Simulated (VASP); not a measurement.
A run of VASP 6.6.1:

The input INCAR:

```
SYSTEM = MnS
  ALGO = Normal
  EDIFF = 1E-6
  ENCUT = 520
  GGA = PE
  ISIF = 2
  ISMEAR = -1
  ISPIN = 2
  LASPH = .True.
  LCHARG = .False.
  LMAXMIX = 4
  LORBIT = 11
  LREAL = .False.
  LWAVE = .False.
  MAGMOM = 4 0
  NBANDS = 20
  NELM = 150
  PREC = Accurate
  SIGMA = 0.02
```

Contents of KPOINTS:

```
k-points
0
Gamma
  11 11 11
  0 0 0
```

The input POSCAR:

```
MnS
1.0
    0.0000000000      2.6045000000      2.6045000000
    2.6045000000      0.0000000000      2.6045000000
    2.6045000000      2.6045000000      0.0000000000
Mn S
1 1
Direct
    0.0000000000      0.0000000000      0.0000000000
    0.5000000000      0.5000000000      0.5000000000
```

Potentials or basis: VASP PAW PBE potentials, release 64 (Mn_pv, S).

Launch:

```console
$ cat potpaw_PBE.64/Mn_pv/POTCAR potpaw_PBE.64/S/POTCAR > POTCAR
$ mpirun -np 1 vasp_std > vasp.out
```

Hardware: 1 thread of AMD EPYC 7571, on a shared host.

Question: Estimate the wall time of this run.

Answer: Run time: 2.5 min on 1 thread of AMD EPYC 7571, with other jobs on the host, peak memory 0.18 GiB. Counts: scf iterations 15, k points 56.
